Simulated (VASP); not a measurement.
Input of a VASP 6.6.1 run:

Contents of INCAR:

```
SYSTEM = P
ALGO = Normal ; EDIFF = 1E-6
ENCUT = 500 ; GGA = PE
GGA_COMPAT = .False. ; ISIF = 2
ISMEAR = 0 ; LASPH = .True.
LCHARG = .False. ; LREAL = .False.
LWAVE = .False. ; NBANDS = 18
NELM = 120 ; PREC = Accurate
SIGMA = 0.01
```

File KPOINTS:

```
k-points
0
Gamma
  7 7 5
  0 0 0
```

POSCAR

```
P
1.0
    1.6907219821     -5.3448104151      0.0000000000
    1.6907219821      5.3448104151      0.0000000000
    0.0000000000      0.0000000000      4.4651904332
P
4
Direct
    0.8983800000      0.1016200000      0.0806800000
    0.6016200000      0.3983800000      0.5806800000
    0.1016200000      0.8983800000      0.9193200000
    0.3983800000      0.6016200000      0.4193200000
```

Potentials or basis: VASP PAW PBE potentials, release 64 (P).

Command:

```bash
$ cat potpaw_PBE.64/P/POTCAR > POTCAR
$ mpirun -np 1 vasp_std > vasp.out
```

Task: What does it give for the band gap on the k mesh?

Result: 0.15 eV.

Task: Estimate the largest force.

Result: 0.411 eV/Å.

Task: What does it give for the pressure?

Result: -2.5 GPa.

Stress tensor (GPa, compression positive):
```
-3.48  0.00  0.00
 0.00 -1.71  0.00
 0.00  0.00 -2.26
```

Caveat: semilocal functionals underestimate gaps, and a narrow one can read as zero. A k mesh can miss the band edges.
